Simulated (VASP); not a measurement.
# AlCo3 (Pm-3m) in VASP: further runs

AlCo3 is run at these levels: LDA, r2SCAN+D3(BJ), r2SCAN+D4; tasks: single point.

All numbers are computed with VASP 6.6.1; they aren't measurements. Logs are shortened: lines on timing, memory, paths and dates and some standing lists are left out, and cuts for length are marked.

### Step 1. The cell of the first run

The structure is cubic, space group Pm-3m (No. 221). The conventional cell has a = 3.461 Å, b = 3.461 Å, c = 3.461 Å, α = 90.00°, β = 90.00°, γ = 90.00°. Al (site symmetry m-3m) has 12 Co at 2.45 Å within 3.2 Å. Within 3.2 Å of Co (site symmetry 4/mmm) lie 4 Al at 2.45 Å and 8 Co at 2.45 Å.

### Step 2. Single point, LDA, collinear spin, ferromagnetic start

Contents of INCAR:

```
  PREC = Accurate
  ENCUT = 520
  EDIFF = 1E-6
  ISMEAR = 0
  SIGMA = 0.1
  LREAL = False
  LASPH = True
  NELM = 150
  ALGO = Normal
  ISIF = 2
  LWAVE = False
  LCHARG = True
  ISPIN = 2
  MAGMOM = 0 1.76 1.76 1.76
  LORBIT = 11
  LMAXMIX = 4
  GGA = CA
  LELF = True
  LVHAR = True
  NBANDS = 27
```

Contents of KPOINTS:

```
regular mesh
0
Gamma
  12 12 12
```

Contents of POSCAR:

```
AlCo3
1.0
    3.4606352356      0.0000000000      0.0000000000
    0.0000000000      3.4606352356      0.0000000000
    0.0000000000      0.0000000000      3.4606352356
Al Co
1 3
Direct
    0.0000000000      0.0000000000      0.0000000000
    0.5000000000      0.5000000000      0.0000000000
    0.5000000000      0.0000000000      0.5000000000
    0.0000000000      0.5000000000      0.5000000000
```

Potentials or basis: VASP PAW LDA potentials, release 64 (Al, Co).

Run with:

```
cat potpaw_LDA.64/Al/POTCAR potpaw_LDA.64/Co/POTCAR > POTCAR
mpirun -np 1 vasp_std > vasp.out
```

OUTCAR:

```text
PREC = Accurate
   ENCUT = 520
   EDIFF = 1E-6
   ISMEAR = 0
   LREAL = False
   LASPH = True
   NELM = 150
   ISIF = 2
   ISPIN = 2
   LORBIT = 11
   GGA = CA

 ion  position               nearest neighbor table
   1  0.000  0.000  0.000-   2 2.45   3 2.45   4 2.45   3 2.45   4 2.45   2 2.45   4 2.45   4 2.45
                             2 2.45   3 2.45   3 2.45   2 2.45
   2  0.500  0.500  0.000-   1 2.45   3 2.45   4 2.45   3 2.45   4 2.45   1 2.45   3 2.45   3 2.45
                             1 2.45   4 2.45   4 2.45   1 2.45
   3  0.500  0.000  0.500-   1 2.45   2 2.45   4 2.45   1 2.45   2 2.45   2 2.45   4 2.45   2 2.45
                             1 2.45   4 2.45   1 2.45   4 2.45
   4  0.000  0.500  0.500-   1 2.45   2 2.45   3 2.45   1 2.45   2 2.45   1 2.45   3 2.45   1 2.45
                             2 2.45   3 2.45   2 2.45   3 2.45

  LATTYP: Found a simple cubic cell.
 ALAT       =     3.4606352356

  Lattice vectors:

 A1 = (   3.4606352356,   0.0000000000,   0.0000000000)
 A2 = (   0.0000000000,   3.4606352356,   0.0000000000)
 A3 = (   0.0000000000,   0.0000000000,   3.4606352356)

Analysis of symmetry for initial positions (statically):
=====================================================================
 Subroutine PRICEL returns:
 Original cell was already a primitive cell.

 Routine SETGRP: Setting up the symmetry group for a
 simple cubic supercell.

 Subroutine GETGRP returns: Found 48 space group operations
 (whereof 48 operations were pure point group operations)
 out of a pool of 48 trial point group operations.

The static configuration has the point symmetry O_h .

Analysis of symmetry for dynamics (positions and initial velocities):
=====================================================================
 Subroutine PRICEL returns:
 Original cell was already a primitive cell.

 Routine SETGRP: Setting up the symmetry group for a
 simple cubic supercell.

 Subroutine GETGRP returns: Found 48 space group operations
 (whereof 48 operations were pure point group operations)
 out of a pool of 48 trial point group operations.

The dynamic configuration has the point symmetry O_h .

Analysis of structural, dynamic, and magnetic symmetry:
=====================================================================
 Subroutine PRICEL returns:
 Original cell was already a primitive cell.

 Routine SETGRP: Setting up the symmetry group for a
 simple cubic supercell.

 Subroutine GETGRP returns: Found 48 space group operations
 (whereof 48 operations were pure point group operations)
 out of a pool of 48 trial point group operations.

The overall configuration has the point symmetry O_h .

 Subroutine INISYM returns: Found 48 space group operations
 (whereof 48 operations are pure point group operations),
 and found     1 'primitive' translations

----------------------------------------------------------------------------------------

                                     Primitive cell

  volume of cell :      41.4446

  direct lattice vectors                    reciprocal lattice vectors
     3.460635236  0.000000000  0.000000000     0.288964289  0.000000000  0.000000000
     0.000000000  3.460635236  0.000000000     0.000000000  0.288964289  0.000000000
     0.000000000  0.000000000  3.460635236     0.000000000  0.000000000  0.288964289

  length of vectors
     3.460635236  3.460635236  3.460635236     0.288964289  0.288964289  0.288964289

  position of ions in fractional coordinates (direct lattice)
     0.000000000  0.000000000  0.000000000
     0.500000000  0.500000000  0.000000000
     0.500000000  0.000000000  0.500000000
     0.000000000  0.500000000  0.500000000

  ion indices of the primitive-cell ions
   primitive index   ion index
                 1           1
                 2           2
                 3           3
                 4           4

----------------------------------------------------------------------------------------

 KPOINTS: regular mesh

Automatic generation of k-mesh.
 Grid dimensions read from file:
 generate k-points for:   12   12   12

 Generating k-lattice:

  Cartesian coordinates                     Fractional coordinates (reciprocal lattice)
     0.024080357  0.000000000  0.000000000     0.083333333  0.000000000  0.000000000
     0.000000000  0.024080357  0.000000000     0.000000000  0.083333333  0.000000000
     0.000000000  0.000000000  0.024080357     0.000000000  0.000000000  0.083333333

  Length of vectors
     0.024080357  0.024080357  0.024080357

  Shift w.r.t. Gamma in fractional coordinates (k-lattice)
     0.000000000  0.000000000  0.000000000

 Subroutine IBZKPT returns following result:
 ===========================================

 Found     84 irreducible k-points:

 Following reciprocal coordinates:
            Coordinates               Weight
  0.000000  0.000000  0.000000      1.000000
  0.083333  0.000000  0.000000      6.000000
  0.166667  0.000000  0.000000      6.000000
  0.250000  0.000000  0.000000      6.000000
  0.333333  0.000000  0.000000      6.000000
  0.416667  0.000000  0.000000      6.000000
[... 16 lines left out ...]
  0.333333  0.333333  0.000000     12.000000
  0.416667  0.333333  0.000000     24.000000
 [... further k-points ...]
   k-points           NKPTS =     84   k-points in BZ     NKDIM =     84   number of bands    NBANDS=     27
   number of dos      NEDOS =    301   number of ions     NIONS =      4
   total plane-waves  NPLWV =  21952
   dimension x,y,z NGX =    28 NGY =   28 NGZ =   28
   dimension x,y,z NGXF=    56 NGYF=   56 NGZF=   56
   ions per type =               1   3
   NGX,Y,Z   is equivalent  to a cutoff of  13.45, 13.45, 13.45 a.u.
   NGXF,Y,Z  is equivalent  to a cutoff of  26.90, 26.90, 26.90 a.u.
 SYSTEM =  unknown system
   PREC   = accura    normal or accurate (medium, high low for compatibility)
   ISTART =      0    job   : 0-new  1-cont  2-samecut
   ICHARG =      2    charge: 1-file 2-atom 10-const
   ISPIN  =      2    spin polarized calculation?
   LNONCOLLINEAR =      F non collinear calculations
   LSORBIT =      F    spin-orbit coupling
   LASPH  =      T    aspherical Exc in radial PAW
   ENCUT  =  520.0 eV  38.22 Ry    6.18 a.u.   6.43  6.43  6.43*2*pi/ulx,y,z
   NELM   =    150;   NELMIN=  2; NELMDL= -5     # of ELM steps
   EDIFF  = 0.1E-05   stopping-criterion for ELM
   LREAL  =      F    real-space projection
   EDIFFG = 0.1E-04   stopping-criterion for IOM
   NSW    =      0    number of steps for IOM
   IBRION =     -1    ionic relax: 0-MD 1-quasi-New 2-CG
   NFREE  =      0    steps in history (QN), initial steepest desc. (CG)
   ISIF   =      2    stress and relaxation
   ISYM   =      2    0-nonsym 1-usesym 2-fastsym
   POTIM  = 0.5000    time-step for ionic-motion
   TEBEG  =    0.0;   TEEND  =   0.0 temperature during run
   PSTRESS=    0.0 pullay stress
   NELECT =      30.0000    total number of electrons
   NUPDOWN=      -1.0000    fix difference up-down
   EMIN   =  10.00;   EMAX   =-10.00  energy-range for DOS
   EFERMI =   0.00;   METHOD = LEGACY
   ISMEAR =     0;   SIGMA  =   0.10  broadening in eV -4-tet -1-fermi 0-gaus
   EFERMI_NEDOS =   21; number of points for ismear=-14 and -15
   IALGO  =     38    algorithm
   IMIX   =      4    mixing-type and parameters
     AMIX     =   0.40;   BMIX     =  1.00
     AMIX_MAG =   1.60;   BMIX_MAG =  1.00
  volume/ion in A,a.u.               =      10.36        69.92
  Fermi-wavevector in a.u.,A,eV,Ry     =   1.469917  2.777740 29.397502  2.160655
  Thomas-Fermi vector in A             =   2.585236
   LORBIT       =     11    0 simple, 1 ext, 2 COOP (PROOUT), +10 PAW based schemes
   GGA     = CA    functional components
   LHFCALC =     F    Hartree Fock is set to
   AEXX    =    0.0000 exact exchange contribution
   IVDW    =     0    specifies the selected vdW correction
   LEPSILON=     F    determine dielectric tensor
   LRPA    =     F    only Hartree local field effects (RPA)
 spin polarized calculation
 Gauss-broadening in eV      SIGMA  =   0.10
  energy-cutoff  :      520.00
  volume of cell :       41.44
 maximum number of plane-waves:      1141
 NGX is ok and might be reduce to    28
   NGX = 13   NGY = 13   NGZ = 13

 number of electron      29.9999982 magnetization       1.1851038

 Free energy of the ion-electron system (eV)
  ---------------------------------------------------
  ext. energy  EPLUGINS =         0.00000000
  ---------------------------------------------------
  free energy    TOTEN  =       -29.50838154 eV

  energy without entropy =      -29.48094574  energy(sigma->0) =      -29.49466364

 E-fermi :  10.9315     XC(G=0): -13.5369

 val. band max:       10.9261689030   @ k =   0.4167   0.3333   0.0833
 cond. band min:      10.9324371291   @ k =   0.3333   0.1667   0.0000
 fundamental gap:      0.0062682261
 Fermi energy:        10.9315005480

 spin component 1

 k-point     1 :       0.0000    0.0000    0.0000
  band No.  band energies     occupation
      1       0.6284      1.00000
      2       5.9563      1.00000
      3       6.9665      1.00000
      4       6.9665      1.00000
      5       7.3714      1.00000
      6       7.3714      1.00000
[... 709 lines left out ...]
     26      25.1600      0.00000
     27      25.1990      0.00000

 [... further k-points ...]

 spin component 2

 k-point     1 :       0.0000    0.0000    0.0000
  band No.  band energies     occupation
      1       0.6728      1.00000
      2       6.2737      1.00000
      3       7.2093      1.00000
      4       7.2093      1.00000
      5       7.6331      1.00000
      6       7.6331      1.00000
[... 709 lines left out ...]
     26      25.2429      0.00000
     27      25.2982      0.00000

 [... further k-points ...]

------------------------ aborting loop because EDIFF is reached ----------------------------------------

  FORCE on cell =-STRESS in cart. coord.  units (eV):
  Direction    XX          YY          ZZ          XY          YZ          ZX
  --------------------------------------------------------------------------------------
  -------------------------------------------------------------------------------------
  Total       -0.0776876     -0.0776876     -0.0776876      0.0000000     -0.0000000      0.0000000
  in kB       -3.0032737     -3.0032737     -3.0032737      0.0000000     -0.0000000      0.0000000
  external PRESSURE =      -3.0032737 kB  Pullay stress =       0.0000000 kB

 VOLUME and BASIS-vectors are now :
 -----------------------------------------------------------------------------
  energy-cutoff  :      520.00
  volume of cell :       41.44
      direct lattice vectors                 reciprocal lattice vectors
     3.460635236  0.000000000  0.000000000     0.288964289  0.000000000  0.000000000
     0.000000000  3.460635236  0.000000000     0.000000000  0.288964289  0.000000000
     0.000000000  0.000000000  3.460635236     0.000000000  0.000000000  0.288964289

 POSITION                                       TOTAL-FORCE (eV/Angst)
 -----------------------------------------------------------------------------------
      0.00000      0.00000      0.00000         0.000000      0.000000      0.000000
      1.73032      1.73032      0.00000         0.000000      0.000000      0.000000
      1.73032      0.00000      1.73032         0.000000      0.000000      0.000000
      0.00000      1.73032      1.73032         0.000000      0.000000      0.000000
 -----------------------------------------------------------------------------------
    total drift:                                0.000000      0.000000      0.000000

  FREE ENERGIE OF THE ION-ELECTRON SYSTEM (eV)
  ---------------------------------------------------
  free  energy   TOTEN  =       -29.5083815354 eV

  energy  without entropy=      -29.4809457439  energy(sigma->0) =      -29.49466364

 total charge

# of ion       s       p       d       tot
------------------------------------------
    1        0.419   0.461   0.000   0.880
    2        0.514   0.575   7.426   8.515
    3        0.514   0.575   7.426   8.515
    4        0.514   0.575   7.426   8.515
--------------------------------------------------
tot          1.961   2.187  22.278  26.426

 magnetization (x)

# of ion       s       p       d       tot
------------------------------------------
    1        0.001  -0.009   0.000  -0.008
    2       -0.001   0.005   0.390   0.395
    3       -0.001   0.005   0.390   0.395
    4       -0.001   0.005   0.390   0.395
--------------------------------------------------
tot         -0.001   0.007   1.171   1.176
```

It took 2.6 min on 1 thread of Oxide Virtual Turin-like, shared host; peak memory 0.2 GiB.

Results:

| Quantity | Value |
| --- | --- |
| Free energy | -29.5084 eV |
| Pressure | -0.3 GPa |
| Net moment | 1.19 μB per cell |
| Site moments | Al -0.01; Co +0.40 μB |
| Valence electrons inside the program's atomic spheres | Al 0.88; Co 8.52 |

### Step 3. Single point, r2SCAN+D3(BJ), collinear spin, ferromagnetic start

This run uses another cell than the first one, of 11.33 Å³/atom, 1.093 times its volume.

Contents of POSCAR:

```
AlCo3
1.0
    3.5652100155      0.0000000000      0.0000000000
    0.0000000000      3.5652100155      0.0000000000
    0.0000000000      0.0000000000      3.5652100155
Al Co
1 3
Direct
    0.0000000000      0.0000000000      0.0000000000
    0.5000000000      0.5000000000      0.0000000000
    0.5000000000      0.0000000000      0.5000000000
    0.0000000000      0.5000000000      0.5000000000
```

Contents of INCAR.step1:

```
SYSTEM = AlCo3
PREC = Accurate ; ENCUT = 520
ISMEAR = 0 ; SIGMA = 0.1
LREAL = .False. ; LASPH = .True.
NELM = 150 ; ISPIN = 2
MAGMOM = 0 1.76 1.76 1.76 ; LMAXMIX = 4
NBANDS = 27 ; GGA = PE
ALGO = Normal ; EDIFF = 1E-4
LWAVE = .True. ; LCHARG = .False.
```

Contents of INCAR.step2:

```
SYSTEM = AlCo3
PREC = Accurate ; ENCUT = 520
EDIFF = 1E-7 ; ISMEAR = 0
SIGMA = 0.1 ; LREAL = .False.
LASPH = .True. ; NELM = 150
ALGO = Normal ; ISIF = 2
LWAVE = .False. ; LCHARG = .False.
ISPIN = 2 ; MAGMOM = 0 1.76 1.76 1.76
LORBIT = 11 ; LMAXMIX = 4
METAGGA = R2SCAN ; LMIXTAU = .True.
IVDW = 12 ; VDW_S6 = 1.0
VDW_S8 = 0.78981345 ; VDW_A1 = 0.49484001
VDW_A2 = 5.73083694 ; NBANDS = 27
ISTART = 1
```

Contents of KPOINTS:

```
regular mesh
0
Gamma
  12 12 12
  0 0 0
```

Potentials or basis: VASP PAW PBE potentials, release 64 (Al, Co).

Run with:

```
cat potpaw_PBE.64/Al/POTCAR potpaw_PBE.64/Co/POTCAR > POTCAR
cp INCAR.step1 INCAR
mpirun -np 1 vasp_std > vasp.out
cp INCAR.step2 INCAR
mpirun -np 1 vasp_std > vasp.out
```

It took 17 min on 1 thread of Oxide Virtual Turin-like, shared host; peak memory 0.27 GiB.

It converged, with:

```
Free energy                                           : -47.9385 eV
Pressure                                              : -0.2 GPa
Net moment                                            : 4.46 μB per cell
Site moments                                          : Al -0.04; Co +1.56 μB
Valence electrons inside the program's atomic spheres : Al 0.85; Co 8.33
Dispersion energy per atom                            : -0.197 eV
```

Levels at points of the mesh, in eV from the Fermi level:
Spin up:
```tsv
k point	band 14	band 15	band 16	band 17	band 18	band 19	band 20	band 21
(0.00, 0.00, 0.00)	-0.89	-0.89	-0.89	0.33	0.33	0.33	6.29	6.29
(0.50, 0.00, 0.00)	-2.29	-2.11	-2.11	-0.89	5.26	5.26	5.28	5.28
(0.50, 0.50, 0.00)	-2.65	-1.91	-1.76	-1.24	-0.03	-0.03	7.98	7.98
(0.50, 0.50, 0.50)	-1.87	-1.87	-1.29	-1.29	-1.29	-0.90	3.26	3.79
```
Spin down:
```csv
k point,band 9,band 10,band 11,band 12,band 13,band 14,band 15,band 16,band 17,band 18
"(0.00, 0.00, 0.00)",-1.09,-1.09,0.32,0.32,0.32,0.53,0.53,0.53,1.45,1.45
"(0.50, 0.00, 0.00)",-1.81,-1.63,-0.89,-0.89,-0.23,0.47,0.54,0.74,1.53,5.64
"(0.50, 0.50, 0.00)",-1.92,-1.92,-0.57,-0.57,-0.42,0.17,0.30,0.42,0.42,2.11
"(0.50, 0.50, 0.50)",-1.32,-1.32,-1.08,-0.71,-0.71,0.40,0.40,0.40,1.16,1.16
```

Caveat: the PAW data sets were made with another functional, which shifts forces and pressure a little; pairwise dispersion overbinds metals, which lowers pressure and volume.

(Part 1 of 2 ends here.)
